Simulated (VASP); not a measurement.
Wanted: the native input for a VASP 6.6.1 run.

- Task: single point
- Functional: r2SCAN
- Potentials or basis: VASP PAW PBE potentials, release 64 (Sb)
- Cutoff: 520 eV
- k mesh: 14 × 14 × 14
- Occupations: gaussian, width 0.1 eV
- Spin: no spin polarisation
- Dipole correction: no
- Further INCAR settings: ALGO = Normal; EDIFF = 1e-06; NBANDS = 8

Crystal: Sb.

```
Sb
1.0
     3.02450    0.00000    0.00000
     0.00000    3.02450    0.00000
     0.00000    0.00000    3.02450
Sb
1
Direct
  0.00000 0.00000 0.00000
```

This cell differs from its parent crystal: volume scaled by 0.94.

One way to write it, as run:

POSCAR

```
Sb
1.0
    3.0245038180      0.0000000000      0.0000000000
    0.0000000000      3.0245038180      0.0000000000
    0.0000000000      0.0000000000      3.0245038180
Sb
1
Direct
    0.0000000000      0.0000000000      0.0000000000
```

INCAR.step1

```
SYSTEM = Sb
PREC = Accurate ; ENCUT = 520
ISMEAR = 0 ; SIGMA = 0.1
LREAL = .FALSE. ; LASPH = .TRUE.
NELM = 100 ; NBANDS = 8
GGA = PE ; ALGO = Normal
EDIFF = 1E-4 ; LWAVE = .TRUE.
LCHARG = .FALSE.
```

INCAR.step2

```
SYSTEM = Sb
PREC = Accurate ; ENCUT = 520
EDIFF = 1E-6 ; ISMEAR = 0
SIGMA = 0.1 ; LREAL = .FALSE.
LASPH = .TRUE. ; NELM = 100
ALGO = Normal ; ISIF = 2
LWAVE = .FALSE. ; LCHARG = .FALSE.
METAGGA = R2SCAN ; LMIXTAU = .TRUE.
NBANDS = 8 ; ISTART = 1
```

KPOINTS

```
Automatic mesh
0
G
  14 14 14
  0 0 0
```

Potentials or basis: VASP PAW PBE potentials, release 64 (Sb).

The run is started by

```bash
$ cat potpaw_PBE.64/Sb/POTCAR > POTCAR
$ cp INCAR.step1 INCAR
$ mpirun -np 1 vasp_std > vasp.out
$ cp INCAR.step2 INCAR
$ mpirun -np 1 vasp_std > vasp.out
```

It gave:

| Quantity | Value |
| --- | --- |
| Pressure | 4.2 GPa |

Caveat: the PAW data sets were made with another functional, which shifts forces and pressure a little.

It took 17 s on 1 thread of Intel(R) Xeon(R) 6975P-C (Granite Rapids) (shared host), peak memory 0.16 GiB.
